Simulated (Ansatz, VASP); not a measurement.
**H3C2 in VASP and in Ansatz**

```
H C
1.0
     3.57945   -3.22764    0.00000
     3.57945    3.22764    0.00000
    -0.78189    0.00000    4.00252
H C
6 4
Direct
  0.27000 0.27000 0.54750
  0.73000 0.73000 0.45250
  0.21700 0.48540 0.22810
  0.51460 0.78300 0.77190
  0.78300 0.51460 0.77190
  0.48540 0.21700 0.22810
  0.07870 0.07870 0.08390
  0.92130 0.92130 0.91610
  0.27320 0.27320 0.28100
  0.72680 0.72680 0.71900
```

Alike in both runs: task single point; functional PBE; k mesh 4 × 4 × 4; no spin polarisation.

|  | VASP | Ansatz |
| --- | --- | --- |
| version | VASP 6.6.1 | Ansatz 0.2.0 |
| potentials or method | VASP PAW PBE potentials, release 64 (H, C), cutoff 520 eV | plane waves, PAW |
| occupations | gaussian, width 0.01 eV | fixed |
| valence electrons in the cell | 22 | 22 |

Ansatz gave:

- gap on the k mesh at the Fermi level (eV): 4.87
- pressure (GPa): 3.7
- traceless stress, the component that is largest in VASP (GPa): 1.51

Question: Which values does VASP return?

Answer: gap on the k mesh at the Fermi level (eV): 4.88; pressure (GPa): 3.7; traceless stress, the component that is largest in VASP (GPa): 1.46.
